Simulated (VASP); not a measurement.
Write the native input for VASP 6.6.1 that does the following.

```yaml
Task: single point
Functional: PBE
Potentials_or_basis: VASP PAW PBE potentials, release 64 (Ba_sv, O)
Cutoff: 600 eV
k_mesh: 12 × 12 × 12
Occupations: gaussian, width 0.05 eV
Spin: no spin polarisation
Dipole_correction: no
Further_INCAR_settings: ALGO = Normal; EDIFF = 1e-06; NBANDS = 15
```

The structure of BaO lies in POSCAR:

```
BaO
1.0
    0.0000000000      2.7500000000      2.7500000000
    2.7500000000      0.0000000000      2.7500000000
    2.7500000000      2.7500000000      0.0000000000
Ba O
1 1
Direct
    0.0000000000      0.0000000000      0.0000000000
    0.5000000000      0.5000000000      0.5000000000
```

One way to write it, as run:

INCAR

```
PREC = Accurate
ENCUT = 600
EDIFF = 1E-6
ISMEAR = 0
SIGMA = 0.05
LREAL = F
LASPH = T
NELM = 120
ALGO = Normal
ISIF = 2
LWAVE = F
LCHARG = F
GGA = PE
NBANDS = 15
GGA_COMPAT = F
```

KPOINTS

```
Automatic mesh
0
Gamma
  12 12 12
```

Potentials or basis: VASP PAW PBE potentials, release 64 (Ba_sv, O).

Command:

```bash
$ cat potpaw_PBE.64/Ba_sv/POTCAR potpaw_PBE.64/O/POTCAR > POTCAR
$ mpirun -np 1 vasp_std > vasp.out
```

Results of the run:

```
Pressure               : 4.8 GPa
Band gap on the k mesh : 1.90 eV, direct
```

Caveat: spin-orbit coupling is left out, which moves the levels of the heavy elements.

It took 58 s on 1 thread of Intel Xeon 8259CL (shared host), peak memory 0.21 GiB.
